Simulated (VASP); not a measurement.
# Si2Ni (Fm-3m) in VASP: a series of runs, part 2 of 2

VASP 6.6.1.

### Step 5. Single point, PBE, collinear spin (15.89 Å³/atom)

INCAR reads:

```
  PREC = Accurate
  ENCUT = 520
  EDIFF = 1E-7
  ISMEAR = 0
  SIGMA = 0.15
  LREAL = False
  LASPH = True
  NELM = 150
  ALGO = Normal
  ISIF = 2
  LWAVE = False
  LCHARG = False
  ISPIN = 2
  MAGMOM = 0 0 0.125
  LORBIT = 11
  NUPDOWN = 0.125
  LMAXMIX = 4
  GGA = PE
  NBANDS = 20
```

KPOINTS reads:

```
regular mesh
0
Gamma
  14 14 14
```

POSCAR reads:

```
Si2Ni
1.0
    0.0000000000      2.8776321201      2.8776321201
    2.8776321201      0.0000000000      2.8776321201
    2.8776321201      2.8776321201      0.0000000000
Si Ni
2 1
Direct
    0.2500000000      0.2500000000      0.2500000000
    0.7500000000      0.7500000000      0.7500000000
    0.0000000000      0.0000000000      0.0000000000
```

Potentials or basis: VASP PAW PBE potentials, release 64 (Si, Ni).

On the command line:

```
$ cat potpaw_PBE.64/Si/POTCAR potpaw_PBE.64/Ni/POTCAR > POTCAR
$ mpirun -np 1 vasp_std > vasp.out
```

OUTCAR:

```text
PREC = Accurate
   ENCUT = 520
   EDIFF = 1E-7
   ISMEAR = 0
   LREAL = False
   LASPH = True
   NELM = 150
   ISIF = 2
   ISPIN = 2
   LORBIT = 11
   NUPDOWN = 0.125
   GGA = PE

 ion  position               nearest neighbor table
   1  0.250  0.250  0.250-   3 2.49   3 2.49   3 2.49   3 2.49   2 2.88   2 2.88   2 2.88   2 2.88
                             2 2.88   2 2.88
   2  0.750  0.750  0.750-   3 2.49   3 2.49   3 2.49   3 2.49   1 2.88   1 2.88   1 2.88   1 2.88
                             1 2.88   1 2.88
   3  0.000  0.000  0.000-   2 2.49   2 2.49   2 2.49   1 2.49   2 2.49   1 2.49   1 2.49   1 2.49

  LATTYP: Found a face centered cubic cell.
 ALAT       =     5.7552642402

  Lattice vectors:

 A1 = (   0.0000000000,   2.8776321201,   2.8776321201)
 A2 = (   2.8776321201,   0.0000000000,   2.8776321201)
 A3 = (   2.8776321201,   2.8776321201,   0.0000000000)

Analysis of symmetry for initial positions (statically):
=====================================================================
 Subroutine PRICEL returns:
 Original cell was already a primitive cell.

 Routine SETGRP: Setting up the symmetry group for a
 face centered cubic supercell.

 Subroutine GETGRP returns: Found 48 space group operations
 (whereof 48 operations were pure point group operations)
 out of a pool of 48 trial point group operations.

The static configuration has the point symmetry O_h .

Analysis of symmetry for dynamics (positions and initial velocities):
=====================================================================
 Subroutine PRICEL returns:
 Original cell was already a primitive cell.

 Routine SETGRP: Setting up the symmetry group for a
 face centered cubic supercell.

 Subroutine GETGRP returns: Found 48 space group operations
 (whereof 48 operations were pure point group operations)
 out of a pool of 48 trial point group operations.

The dynamic configuration has the point symmetry O_h .

[... 156 lines left out ...]
  ext. energy  EPLUGINS =         0.00000000
  ---------------------------------------------------
  free energy    TOTEN  =       -16.93857942 eV

  energy without entropy =      -16.92698089  energy(sigma->0) =      -16.93278015

 E-fermi :   7.6659     XC(G=0): -10.7463

 val. band max:        7.8238703730   @ k =   0.5000   0.2857   0.0000
 cond. band min:       7.6858516506   @ k =   0.2143   0.0714   0.0000
 fundamental gap:     -0.1380187225
 Fermi energy:         7.8486185856

 spin component 1

 k-point     1 :       0.0000    0.0000    0.0000
  band No.  band energies     occupation
      1      -4.3030      1.00000
      2       3.7835      1.00000
      3       3.7835      1.00000
      4       3.7835      1.00000
      5       5.2797      1.00000
      6       5.2797      1.00000
[... 541 lines left out ...]
     19      20.0112      0.00000
     20      21.3997      0.00000

 [... further k-points ...]

 spin component 2

 k-point     1 :       0.0000    0.0000    0.0000
  band No.  band energies     occupation
      1      -4.2764      1.00000
      2       3.8393      1.00000
      3       3.8393      1.00000
      4       3.8393      1.00000
      5       5.3234      1.00000
      6       5.3234      1.00000
[... 541 lines left out ...]
     19      20.0342      0.00000
     20      21.4309      0.00000

 [... further k-points ...]

------------------------ aborting loop because EDIFF is reached ----------------------------------------

  FORCE on cell =-STRESS in cart. coord.  units (eV):
  Direction    XX          YY          ZZ          XY          YZ          ZX
  --------------------------------------------------------------------------------------
  -------------------------------------------------------------------------------------
  Total       -4.8121355     -4.8121355     -4.8121355     -0.0000000     -0.0000000     -0.0000000
  in kB     -161.7754487   -161.7754487   -161.7754487     -0.0000000     -0.0000000     -0.0000000
  external PRESSURE =    -161.7754487 kB  Pullay stress =       0.0000000 kB

 VOLUME and BASIS-vectors are now :
 -----------------------------------------------------------------------------
  energy-cutoff  :      520.00
  volume of cell :       47.66
      direct lattice vectors                 reciprocal lattice vectors
     0.000000000  2.877632120  2.877632120    -0.173753968  0.173753968  0.173753968
     2.877632120  0.000000000  2.877632120     0.173753968 -0.173753968  0.173753968
     2.877632120  2.877632120  0.000000000     0.173753968  0.173753968 -0.173753968

 POSITION                                       TOTAL-FORCE (eV/Angst)
 -----------------------------------------------------------------------------------
      1.43882      1.43882      1.43882         0.000000      0.000000     -0.000000
      4.31645      4.31645      4.31645        -0.000000     -0.000000      0.000000
      0.00000      0.00000      0.00000         0.000000      0.000000      0.000000
 -----------------------------------------------------------------------------------
    total drift:                                0.000000     -0.000000     -0.000000

  FREE ENERGIE OF THE ION-ELECTRON SYSTEM (eV)
  ---------------------------------------------------
  free  energy   TOTEN  =       -16.9385794160 eV

  energy  without entropy=      -16.9269808892  energy(sigma->0) =      -16.93278015

 total charge

# of ion       s       p       d       tot
------------------------------------------
    1        0.776   0.730   0.000   1.506
    2        0.776   0.730   0.000   1.506
    3        0.473   0.560   8.363   9.396
--------------------------------------------------
tot          2.025   2.020   8.363  12.408

 magnetization (x)

# of ion       s       p       d       tot
------------------------------------------
    1        0.008   0.006   0.000   0.014
    2        0.008   0.006   0.000   0.014
    3        0.000   0.005   0.063   0.068
--------------------------------------------------
tot          0.016   0.018   0.063   0.096
```

OSZICAR:

```text
N       E                     dE             d eps       ncg     rms          rms(c)
DAV:   1     0.702014034657E+02    0.70201E+02   -0.69588E+03  8344   0.851E+02
DAV:   2    -0.139577691549E+02   -0.84159E+02   -0.75337E+02  8696   0.188E+02
DAV:   3    -0.186449901804E+02   -0.46872E+01   -0.45598E+01 10128   0.469E+01
DAV:   4    -0.187214165196E+02   -0.76426E-01   -0.76258E-01  9656   0.539E+00
DAV:   5    -0.187232419346E+02   -0.18254E-02   -0.18252E-02 10220   0.927E-01    0.151E+01
DAV:   6    -0.255133196486E+02   -0.67901E+01   -0.35380E+01  9504   0.120E+02    0.279E+01
DAV:   7    -0.173050631320E+02    0.82083E+01   -0.10672E+01 10548   0.711E+01    0.511E+00
DAV:   8    -0.169547771952E+02    0.35029E+00   -0.15196E+00 11312   0.194E+01    0.203E+00
DAV:   9    -0.169407200223E+02    0.14057E-01   -0.26015E-01 10256   0.522E+00    0.693E-01
DAV:  10    -0.169385246089E+02    0.21954E-02   -0.77707E-03 11944   0.125E+00    0.338E-01
DAV:  11    -0.169385127425E+02    0.11866E-04   -0.10335E-03  9356   0.250E-01    0.107E-01
DAV:  12    -0.169385757492E+02   -0.63007E-04   -0.92219E-05 10292   0.112E-01    0.433E-02
DAV:  13    -0.169385743348E+02    0.14144E-05   -0.13122E-05 10828   0.468E-02    0.201E-02
DAV:  14    -0.169385782220E+02   -0.38872E-05   -0.77007E-06  9400   0.302E-02    0.785E-03
DAV:  15    -0.169385793166E+02   -0.10946E-05   -0.33111E-06  9376   0.203E-02    0.487E-03
DAV:  16    -0.169385794160E+02   -0.99373E-07   -0.26221E-07  9792   0.620E-03
   1 F= -.16938579E+02 E0= -.16932780E+02  d E =-.115985E-01  mag=     0.1250
```

stdout:

```text
POSCAR found type information on POSCAR SiNi
 POSCAR found :  2 types and       3 ions
 scaLAPACK will be used
 LDA part: xc-table for (Slater+PW92), standard interpolation
 POSCAR, INCAR and KPOINTS ok, starting setup
 FFT: planning ... GRIDC
 FFT: planning ... GRID_SOFT
 FFT: planning ... GRID
 WAVECAR not read
 entering main loop
```

Wall time 88 s (1 thread of Intel Xeon 6975P-C (Granite Rapids), shared host); peak memory 0.29 GiB.

What came out:

| Quantity | Value |
| --- | --- |
| Free energy | -16.9386 eV |
| Pressure | -16.2 GPa |
| Net moment | 0.12 μB per cell |
| Site moments | Si +0.01; Ni +0.07 μB |
| Valence electrons inside the program's atomic spheres | Si 1.51; Ni 9.40 |

Caveat: the cell stands under tension; the total moment is fixed, so each spin has its own Fermi level and the state may be an excited one.

### Step 6. The runs side by side

```tsv
spin	fixed moment (μB)	pressure (GPa)	moment (μB)
collinear, ferromagnetic start	0.25	-16.1	0.25
collinear, ferromagnetic start	0.875	-14.3	0.87
collinear, ferromagnetic start	0.625	-15.3	0.62
collinear	0.125	-16.2	0.12
```

Alike in all rows: task single point; level PBE; potentials or basis VASP PAW PBE potentials, release 64 (Si, Ni); cell as given; k mesh 14 × 14 × 14; cutoff (eV) 520; smearing gaussian 0.15 eV.

Caveats: the cell stands under tension; the total moment is fixed, so each spin has its own Fermi level and the state may be an excited one.

Absolute energies hang on the potentials; compare differences alone.
